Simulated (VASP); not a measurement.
Crystal: Sb3Pb.

```
CELL_PARAMETERS angstrom
-3.14979 3.14979 3.14979
3.14979 -3.14979 3.14979
3.14979 3.14979 -3.14979
ATOMIC_POSITIONS crystal
Sb 0.00000 0.50000 0.50000
Sb 0.50000 0.00000 0.50000
Sb 0.50000 0.50000 0.00000
Pb 0.00000 0.00000 0.00000
```

Base run:

* Program: VASP 6.6.1
* Functional: PBE
* Potentials or basis: VASP PAW PBE potentials, release 64 (Sb, Pb_d)
* Cutoff: 520 eV
* k mesh: 4 × 4 × 4
* Occupations: gaussian, width 0.1 eV
* Spin: no spin polarisation

Its results: pressure -0.5 GPa.

Question: The run is repeated on the same cell with these changes: k mesh from 4 × 4 × 4 to 10 × 10 × 10; further incar settings from ALGO = Normal; EDIFF = 1e-07; NBANDS = 22 to ALGO = Normal; EDIFF = 1e-06; NBANDS = 22. What comes out?

Answer: Pressure -0.1 GPa.
